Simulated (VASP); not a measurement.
# NiO (Fm-3m) in VASP: a series of runs

The runs below take NiO through single point, with r2SCAN+U.

Everything below comes from runs of VASP 6.6.1. Logs are shortened: lines on timing, memory, paths and dates and some standing lists are left out, and cuts for length are marked.

**1. The cell of the first run**

Symmetry: Fm-3m, No. 225, cubic system. The conventional cell has a = 4.183 Å, b = 4.183 Å, c = 4.183 Å, α = 90.00°, β = 90.00°, γ = 90.00°. Ni (site symmetry m-3m) has 6 O at 2.09 Å within 2.8 Å. O (site symmetry m-3m) has 6 Ni at 2.09 Å within 2.8 Å.

**2. Single point, r2SCAN+U, collinear spin, antiferromagnetic start**

Input file POSCAR:

```
NiO
1.0
    0.0000000000      2.0913095100      2.0913095100
    4.1826190200      2.0913095100      2.0913095100
    4.1826190200      4.1826190200      0.0000000000
Ni O
2 2
Direct
    0.0000000000      0.0000000000      0.0000000000
    0.0000000000      0.0000000000      0.5000000000
    0.5000000000      0.5000000000      0.0000000000
    0.5000000000      0.5000000000      0.5000000000
```

Input file INCAR.step1:

```
ALGO = Normal
EDIFF = 1E-4
ENCUT = 520
GGA = PE
ISMEAR = 0
ISPIN = 2
LASPH = True
LCHARG = False
LDAU = True
LDAUJ = 0 0
LDAUL = 2 -1
LDAUTYPE = 2
LDAUU = 1 0
LMAXMIX = 4
LREAL = False
LWAVE = True
MAGMOM = 2 -2 0 0
NBANDS = 28
NELM = 150
PREC = Accurate
SIGMA = 0.05
```

Input file INCAR.step2:

```
ALGO = Normal
EDIFF = 1E-6
ENCUT = 520
ISIF = 2
ISMEAR = 0
ISPIN = 2
ISTART = 1
LASPH = True
LCHARG = False
LDAU = True
LDAUJ = 0 0
LDAUL = 2 -1
LDAUPRINT = 1
LDAUTYPE = 2
LDAUU = 1 0
LMAXMIX = 4
LMIXTAU = True
LORBIT = 11
LREAL = False
LWAVE = False
MAGMOM = 2 -2 0 0
METAGGA = R2SCAN
NBANDS = 28
NELM = 150
PREC = Accurate
SIGMA = 0.05
```

Input file KPOINTS:

```
k-points
0
Gamma
  8 8 8
```

Potentials or basis: VASP PAW PBE potentials, release 64 (Ni, O).

Run with:

```
$ cat potpaw_PBE.64/Ni/POTCAR potpaw_PBE.64/O/POTCAR > POTCAR
$ cp INCAR.step1 INCAR
$ mpirun -np 1 vasp_std > vasp.out
$ cp INCAR.step2 INCAR
$ mpirun -np 1 vasp_std > vasp.out
```

OUTCAR:

```text
EDIFF = 1E-6
   ENCUT = 520
   ISIF = 2
   ISMEAR = 0
   ISPIN = 2
   ISTART = 1
   LASPH = True
   LORBIT = 11
   LREAL = False
   METAGGA = R2SCAN
   NELM = 150
   PREC = Accurate

 ion  position               nearest neighbor table
   1  0.000  0.000  0.000-   4 2.09   3 2.09   4 2.09   3 2.09   4 2.09   4 2.09   2 2.96   2 2.96
                             2 2.96   2 2.96   2 2.96   2 2.96   2 2.96   2 2.96
   2  0.000  0.000  0.500-   3 2.09   3 2.09   4 2.09   4 2.09   3 2.09   3 2.09   1 2.96   1 2.96
                             1 2.96   1 2.96   1 2.96   1 2.96   1 2.96   1 2.96
   3  0.500  0.500  0.000-   2 2.09   1 2.09   2 2.09   1 2.09   2 2.09   2 2.09
   4  0.500  0.500  0.500-   1 2.09   1 2.09   2 2.09   2 2.09   1 2.09   1 2.09

  LATTYP: Found a simple tetragonal cell.
 ALAT       =     2.9575582722
 C/A-ratio  =     1.4142135624

  Lattice vectors:

 A1 = (   0.0000000000,  -2.0913095100,   2.0913095100)
 A2 = (   0.0000000000,  -2.0913095100,  -2.0913095100)
 A3 = (   4.1826190200,   0.0000000000,   0.0000000000)

Analysis of symmetry for initial positions (statically):
=====================================================================
 Subroutine PRICEL returns following result:

  LATTYP: Found a face centered cubic cell.
 ALAT       =     4.1826190200
[... 12 lines left out ...]
 Subroutine GETGRP returns: Found 16 space group operations
 (whereof 16 operations were pure point group operations)
 out of a pool of 16 trial point group operations.

The static configuration has the point symmetry D_4h.

Analysis of symmetry for dynamics (positions and initial velocities):
=====================================================================
 Subroutine PRICEL returns following result:

  LATTYP: Found a face centered cubic cell.
 ALAT       =     4.1826190200
[... 12 lines left out ...]
 Subroutine GETGRP returns: Found 16 space group operations
 (whereof 16 operations were pure point group operations)
 out of a pool of 16 trial point group operations.

The dynamic configuration has the point symmetry D_4h.

Analysis of structural, dynamic, and magnetic symmetry:
=====================================================================
 Subroutine PRICEL returns following result:

  LATTYP: Found a face centered cubic cell.
 ALAT       =     4.1826190200
[... 12 lines left out ...]
 Subroutine GETGRP returns: Found 16 space group operations
 (whereof 16 operations were pure point group operations)
 out of a pool of 16 trial point group operations.

The overall configuration has the point symmetry D_4h.

 Subroutine INISYM returns: Found 16 space group operations
 (whereof 16 operations are pure point group operations),
 and found     2 'primitive' translations

----------------------------------------------------------------------------------------

                                     Primitive cell

  volume of cell :      18.2930

  direct lattice vectors                    reciprocal lattice vectors
    -2.091309510  2.091309510  0.000000000    -0.239084649  0.239084649 -0.239084649
    -2.091309510  0.000000000  2.091309510    -0.239084649 -0.239084649  0.239084649
     0.000000000  2.091309510  2.091309510     0.239084649  0.239084649  0.239084649

  length of vectors
     2.957558272  2.957558272  2.957558272     0.414106759  0.414106759  0.414106759

[... 142 lines left out ...]
 -0.0000  0.0000 -0.0000  0.9688  0.0000
  0.0000 -0.0000  0.0011  0.0000  0.1644

 occupancies and eigenvectors

  o =  0.1637  v =  0.0000  0.0000  0.0000  0.0000  0.0000  0.0000 -0.0000 -0.5000  0.0000  0.8660      0.0000  0.0000  0.0000  0.0000  0.0000  0.0000  0.0000  0.0000  0.0000  0.0000
  o =  0.1662  v =  0.0000  0.0000  0.0000  0.0000  0.0000  0.0000 -0.0000  0.8660  0.0000  0.5000      0.0000  0.0000  0.0000  0.0000  0.0000  0.0000  0.0000  0.0000  0.0000  0.0000
  o =  0.9683  v =  0.0000  0.0000  0.0000  0.0000  0.0000  0.0000  1.0000  0.0000  0.0000  0.0000      0.0000  0.0000  0.0000  0.0000  0.0000  0.0000  0.0000  0.0000  0.0000  0.0000
  o =  0.9688  v =  0.0000  0.0000  0.0000  0.0000  0.0000  1.0000  0.0000  0.0000  0.0000  0.0000      0.0000  0.0000  0.0000  0.0000  0.0000  0.0000  0.0000  0.0000  0.0000  0.0000
  o =  0.9688  v =  0.0000  0.0000  0.0000  0.0000  0.0000  0.0000  0.0000 -0.0000 -1.0000  0.0000      0.0000  0.0000  0.0000  0.0000  0.0000  0.0000  0.0000  0.0000  0.0000  0.0000
  o =  0.9716  v =  0.0000  0.0000  0.0000 -1.0000 -0.0000  0.0000  0.0000  0.0000  0.0000  0.0000      0.0000  0.0000  0.0000  0.0000  0.0000  0.0000  0.0000  0.0000  0.0000  0.0000
  o =  0.9716  v =  1.0000  0.0000  0.0000  0.0000  0.0000  0.0000  0.0000  0.0000  0.0000  0.0000      0.0000  0.0000  0.0000  0.0000  0.0000  0.0000  0.0000  0.0000  0.0000  0.0000
  o =  0.9717  v =  0.0000  1.0000 -0.0000  0.0000  0.0000  0.0000  0.0000  0.0000  0.0000  0.0000      0.0000  0.0000  0.0000  0.0000  0.0000  0.0000  0.0000  0.0000  0.0000  0.0000
  o =  1.0166  v =  0.0000  0.0000  0.5000  0.0000 -0.8660  0.0000  0.0000  0.0000  0.0000  0.0000      0.0000  0.0000  0.0000  0.0000  0.0000  0.0000  0.0000  0.0000  0.0000  0.0000
  o =  1.0166  v =  0.0000 -0.0000 -0.8660 -0.0000 -0.5000  0.0000  0.0000  0.0000  0.0000  0.0000      0.0000  0.0000  0.0000  0.0000  0.0000  0.0000  0.0000  0.0000  0.0000  0.0000

atom =   2  type =  1  l = 2

 onsite density matrix

spin component  1

  0.9688 -0.0000 -0.0000 -0.0000  0.0000
 -0.0000  0.9683  0.0000  0.0000  0.0000
 -0.0000  0.0000  0.1656  0.0000  0.0011
 -0.0000  0.0000  0.0000  0.9688  0.0000
  0.0000  0.0000  0.0011  0.0000  0.1644

spin component  2

  0.9716 -0.0000  0.0000 -0.0000  0.0000
 -0.0000  0.9717  0.0000  0.0000 -0.0000
  0.0000  0.0000  1.0166 -0.0000  0.0000
 -0.0000  0.0000 -0.0000  0.9716  0.0000
  0.0000 -0.0000  0.0000  0.0000  1.0166

 occupancies and eigenvectors

  o =  0.1637  v =  0.0000 -0.0000  0.5000  0.0000 -0.8660  0.0000  0.0000  0.0000  0.0000  0.0000      0.0000  0.0000  0.0000  0.0000  0.0000  0.0000  0.0000  0.0000  0.0000  0.0000
  o =  0.1662  v =  0.0000  0.0000  0.8660 -0.0000  0.5000  0.0000  0.0000  0.0000  0.0000  0.0000      0.0000  0.0000  0.0000  0.0000  0.0000  0.0000  0.0000  0.0000  0.0000  0.0000
  o =  0.9683  v =  0.0000 -1.0000 -0.0000 -0.0000  0.0000  0.0000  0.0000  0.0000  0.0000  0.0000      0.0000  0.0000  0.0000  0.0000  0.0000  0.0000  0.0000  0.0000  0.0000  0.0000
  o =  0.9688  v =  0.0000 -0.0000 -0.0000  1.0000  0.0000  0.0000  0.0000  0.0000  0.0000  0.0000      0.0000  0.0000  0.0000  0.0000  0.0000  0.0000  0.0000  0.0000  0.0000  0.0000
  o =  0.9688  v =  1.0000  0.0000  0.0000  0.0000  0.0000  0.0000  0.0000  0.0000  0.0000  0.0000      0.0000  0.0000  0.0000  0.0000  0.0000  0.0000  0.0000  0.0000  0.0000  0.0000
  o =  0.9716  v =  0.0000  0.0000  0.0000  0.0000  0.0000  0.0000 -0.0000  0.0000 -1.0000  0.0000      0.0000  0.0000  0.0000  0.0000  0.0000  0.0000  0.0000  0.0000  0.0000  0.0000
  o =  0.9716  v =  0.0000  0.0000  0.0000  0.0000  0.0000  1.0000  0.0000  0.0000  0.0000  0.0000      0.0000  0.0000  0.0000  0.0000  0.0000  0.0000  0.0000  0.0000  0.0000  0.0000
  o =  0.9717  v =  0.0000  0.0000  0.0000  0.0000  0.0000  0.0000  1.0000 -0.0000 -0.0000  0.0000      0.0000  0.0000  0.0000  0.0000  0.0000  0.0000  0.0000  0.0000  0.0000  0.0000
  o =  1.0166  v =  0.0000  0.0000  0.0000  0.0000  0.0000  0.0000  0.0000  0.5000  0.0000 -0.8660      0.0000  0.0000  0.0000  0.0000  0.0000  0.0000  0.0000  0.0000  0.0000  0.0000
  o =  1.0166  v =  0.0000  0.0000  0.0000  0.0000  0.0000  0.0000  0.0000 -0.8660 -0.0000 -0.5000      0.0000  0.0000  0.0000  0.0000  0.0000  0.0000  0.0000  0.0000  0.0000  0.0000

 number of electron      32.0000010 magnetization       0.0000000

 Free energy of the ion-electron system (eV)
  ---------------------------------------------------
  ext. energy  EPLUGINS =         0.00000000
  ---------------------------------------------------
  free energy    TOTEN  =       -39.72832140 eV

  energy without entropy =      -39.72832140  energy(sigma->0) =      -39.72832140

 E-fermi :   7.6164     XC(G=0): -13.3775

 val. band max:        7.3856028843   @ k =   0.5000   0.0000   0.0000
 cond. band min:       8.7198279241   @ k =   0.0000   0.5000   0.5000
 fundamental gap:      1.3342250398
 Fermi energy:         7.6163732427

 spin component 1

 k-point     1 :       0.0000    0.0000    0.0000
  band No.  band energies     occupation
      1     -13.2785      1.00000
      2     -11.8362      1.00000
      3       0.9539      1.00000
      4       2.9863      1.00000
      5       3.2601      1.00000
      6       3.3000      1.00000
[... 1481 lines left out ...]
     27      28.2689      0.00000
     28      28.6623      0.00000

 [... further k-points ...]

------------------------ aborting loop because EDIFF is reached ----------------------------------------

  FORCE on cell =-STRESS in cart. coord.  units (eV):
  Direction    XX          YY          ZZ          XY          YZ          ZX
  --------------------------------------------------------------------------------------
  -------------------------------------------------------------------------------------
  Total        0.1267715      0.1673390      0.1673390      0.0000000      0.0000000     -0.0000000
  in kB        5.5515879      7.3281262      7.3281262      0.0000000      0.0000000     -0.0000000
  external PRESSURE =       6.7359468 kB  Pullay stress =       0.0000000 kB

 VOLUME and BASIS-vectors are now :
 -----------------------------------------------------------------------------
  energy-cutoff  :      520.00
  volume of cell :       36.59
      direct lattice vectors                 reciprocal lattice vectors
     0.000000000  2.091309510  2.091309510    -0.239084649  0.239084649  0.239084649
     4.182619020  2.091309510  2.091309510     0.239084649 -0.239084649  0.239084649
     4.182619020  4.182619020  0.000000000     0.000000000  0.239084649 -0.239084649

 POSITION                                       TOTAL-FORCE (eV/Angst)
 -----------------------------------------------------------------------------------
      0.00000      0.00000      0.00000         0.000000     -0.000000     -0.000000
      2.09131      2.09131      0.00000         0.000000     -0.000000      0.000000
      2.09131      2.09131      2.09131        -0.000000      0.000000     -0.000000
      4.18262      4.18262      2.09131        -0.000000     -0.000000      0.000000
 -----------------------------------------------------------------------------------
    total drift:                                0.000000     -0.000000     -0.000000

  FREE ENERGIE OF THE ION-ELECTRON SYSTEM (eV)
  ---------------------------------------------------
  free  energy   TOTEN  =       -39.7283214036 eV

  energy  without entropy=      -39.7283214036  energy(sigma->0) =      -39.72832140

 total charge

# of ion       s       p       d       tot
------------------------------------------
    1        0.338   0.420   8.160   8.918
    2        0.338   0.420   8.160   8.918
    3        1.554   3.503   0.000   5.057
    4        1.554   3.503   0.000   5.057
--------------------------------------------------
tot          3.784   7.846  16.321  27.950

 magnetization (x)

# of ion       s       p       d       tot
------------------------------------------
    1        0.017   0.019   1.713   1.749
    2       -0.017  -0.019  -1.713  -1.749
    3       -0.009  -0.077   0.000  -0.086
    4        0.009   0.077   0.000   0.086
--------------------------------------------------
tot          0.000   0.000   0.000   0.000
```

Run time: 21 min. Hardware: 1 thread of Intel Xeon 8259CL, shared host; peak memory 0.33 GiB.

Results:

```yaml
Free_energy: -39.7283 eV
Pressure: 0.7 GPa
Band_gap_on_the_k_mesh: 1.33 eV
Net_moment: 0.00 μB per cell
Site_moments: Ni +1.75, -1.75; O -0.09, +0.09 μB
Valence_electrons_inside_the_program's_atomic_spheres: Ni 8.92; O 5.06
```

Stress tensor (GPa, compression positive):
```
0.56 0.00 0.00
0.00 0.73 0.00
0.00 0.00 0.73
```

Levels at points of the mesh, in eV from the valence-band top:
Spin up:
| k point | band 13 | band 14 | band 15 | band 16 | band 17 | band 18 | band 19 | band 20 |
| --- | --- | --- | --- | --- | --- | --- | --- | --- |
| (0.00, 0.00, 0.00) | -2.27 | -2.27 | -1.99 | -1.99 | 1.34 | 1.63 | 2.53 | 7.18 |
| (0.50, 0.00, 0.00) | -1.53 | -1.50 | 0.00 | 0.00 | 3.73 | 3.75 | 6.52 | 6.62 |
| (0.50, 0.50, 0.00) | -2.68 | -2.08 | -2.08 | -1.69 | 1.71 | 1.97 | 6.89 | 7.45 |
| (0.00, 0.00, 0.50) | -1.88 | -1.57 | -1.29 | -0.27 | 1.90 | 3.73 | 8.11 | 8.34 |
| (0.50, 0.00, 0.50) | -1.92 | -1.85 | -1.85 | -1.69 | 1.96 | 2.60 | 9.36 | 10.04 |
| (0.00, 0.50, 0.50) | -1.85 | -1.85 | -1.45 | -1.44 | 1.33 | 2.09 | 6.30 | 6.98 |
Spin down:
| k point | band 13 | band 14 | band 15 | band 16 | band 17 | band 18 | band 19 | band 20 |
| --- | --- | --- | --- | --- | --- | --- | --- | --- |
| (0.00, 0.00, 0.00) | -2.27 | -2.27 | -1.99 | -1.99 | 1.34 | 1.63 | 2.53 | 7.18 |
| (0.50, 0.00, 0.00) | -1.53 | -1.50 | 0.00 | 0.00 | 3.73 | 3.75 | 6.52 | 6.62 |
| (0.50, 0.50, 0.00) | -2.68 | -2.08 | -2.08 | -1.69 | 1.71 | 1.97 | 6.89 | 7.45 |
| (0.00, 0.00, 0.50) | -1.88 | -1.57 | -1.29 | -0.27 | 1.90 | 3.73 | 8.11 | 8.34 |
| (0.50, 0.00, 0.50) | -1.92 | -1.85 | -1.85 | -1.69 | 1.96 | 2.60 | 9.36 | 10.04 |
| (0.00, 0.50, 0.50) | -1.85 | -1.85 | -1.45 | -1.44 | 1.33 | 2.09 | 6.30 | 6.98 |

Eigenvalues of the final occupation matrices:
| site | spin | trace | eigenvalues |
| --- | --- | --- | --- |
| site 1 d | 1 | 4.95 | 0.97 0.97 0.97 1.02 1.02 |
| site 1 d | 2 | 3.24 | 0.16 0.17 0.97 0.97 0.97 |
| site 2 d | 1 | 3.24 | 0.16 0.17 0.97 0.97 0.97 |
| site 2 d | 2 | 4.95 | 0.97 0.97 0.97 1.02 1.02 |

Caveat: the PAW data sets were made with another functional, which shifts forces and pressure a little.

**3. Single point, r2SCAN+U, collinear spin**

POSCAR is that of step 2.

Input file INCAR.step1:

```
PREC = Accurate ; ENCUT = 520
ISMEAR = 0 ; SIGMA = 0.05
LREAL = F ; LASPH = T
NELM = 150 ; ISPIN = 2
MAGMOM = 1.86 0.03 -0.03 0.3 ; LMAXMIX = 4
LDAU = T ; LDAUTYPE = 2
LDAUL = 2 -1 ; LDAUU = 1 0
LDAUJ = 0 0 ; NBANDS = 28
GGA = PE ; ALGO = Normal
EDIFF = 1E-4 ; LWAVE = T
LCHARG = F
```

Input file INCAR.step2:

```
PREC = Accurate ; ENCUT = 520
EDIFF = 1E-7 ; ISMEAR = 0
SIGMA = 0.05 ; LREAL = F
LASPH = T ; NELM = 150
ALGO = Normal ; ISIF = 2
LWAVE = F ; LCHARG = F
ISPIN = 2 ; MAGMOM = 1.86 0.03 -0.03 0.3
LORBIT = 11 ; LMAXMIX = 4
LDAU = T ; LDAUTYPE = 2
LDAUL = 2 -1 ; LDAUU = 1 0
LDAUJ = 0 0 ; LDAUPRINT = 1
METAGGA = R2SCAN ; LMIXTAU = T
NBANDS = 28 ; ISTART = 1
```

Input file KPOINTS:

```
regular mesh
0
Gamma
  8 8 8
```

Potentials or basis: VASP PAW PBE potentials, release 64 (Ni, O).

Run with:

```
$ cat potpaw_PBE.64/Ni/POTCAR potpaw_PBE.64/O/POTCAR > POTCAR
$ cp INCAR.step1 INCAR
$ mpirun -np 1 vasp_std > vasp.out
$ cp INCAR.step2 INCAR
$ mpirun -np 1 vasp_std > vasp.out
```

Run time: 34 min. Hardware: 1 thread of Intel Xeon 8259CL, shared host; peak memory 0.33 GiB.

Results (log left out):

| Item | Value |
| --- | --- |
| Free energy | -39.7739 eV |
| Pressure | 0.5 GPa |
| Band gap on the k mesh | 1.27 eV |
| Net moment | 4.00 μB per cell |
| Site moments | Ni +1.73; O +0.25 μB |
| Valence electrons inside the program's atomic spheres | Ni 8.92; O 5.05 |

Levels at points of the mesh, in eV from the valence-band top:
Spin up:
```tsv
k point	band 15	band 16	band 17	band 18	band 19	band 20	band 21	band 22
(0.00, 0.00, 0.00)	-2.48	-2.48	-2.48	-2.48	2.41	6.99	11.89	12.72
(0.50, 0.00, 0.00)	0.00	0.00	0.00	0.00	6.58	6.58	11.15	11.15
(0.50, 0.50, 0.00)	-2.48	-2.48	-2.48	-2.48	6.99	6.99	11.89	11.89
(0.00, 0.00, 0.50)	-1.87	-1.87	-0.19	-0.19	8.06	8.06	11.92	11.92
(0.50, 0.00, 0.50)	-2.47	-2.47	-1.83	-1.83	9.44	9.44	11.75	11.75
(0.00, 0.50, 0.50)	-1.96	-1.96	-1.96	-1.96	6.29	6.29	14.11	14.11
```
Spin down:
```csv
k point,band 11,band 12,band 13,band 14,band 15,band 16,band 17,band 18
"(0.00, 0.00, 0.00)",-1.86,-1.86,-1.50,-1.50,1.27,1.27,1.74,2.27
"(0.50, 0.00, 0.00)",-1.46,-1.46,-1.10,-1.10,3.95,3.95,3.95,3.95
"(0.50, 0.50, 0.00)",-1.50,-1.50,-1.50,-1.50,1.74,1.74,2.27,2.27
"(0.00, 0.00, 0.50)",-1.37,-1.37,-0.99,-0.99,2.08,2.08,3.93,3.93
"(0.50, 0.00, 0.50)",-1.58,-1.58,-1.50,-1.50,2.14,2.14,2.78,2.78
"(0.00, 0.50, 0.50)",-1.09,-1.09,-1.09,-1.09,1.50,1.50,2.28,2.28
```

Eigenvalues of the final occupation matrices:
| site | spin | trace | eigenvalues |
| --- | --- | --- | --- |
| site 1 d | 1 | 4.95 | 0.97 0.97 0.97 1.02 1.02 |
| site 1 d | 2 | 3.25 | 0.17 0.17 0.97 0.97 0.97 |
| site 2 d | 1 | 4.95 | 0.97 0.97 0.97 1.02 1.02 |
| site 2 d | 2 | 3.25 | 0.17 0.17 0.97 0.97 0.97 |

Caveat: the PAW data sets were made with another functional, which shifts forces and pressure a little. A k mesh can miss the band edges.
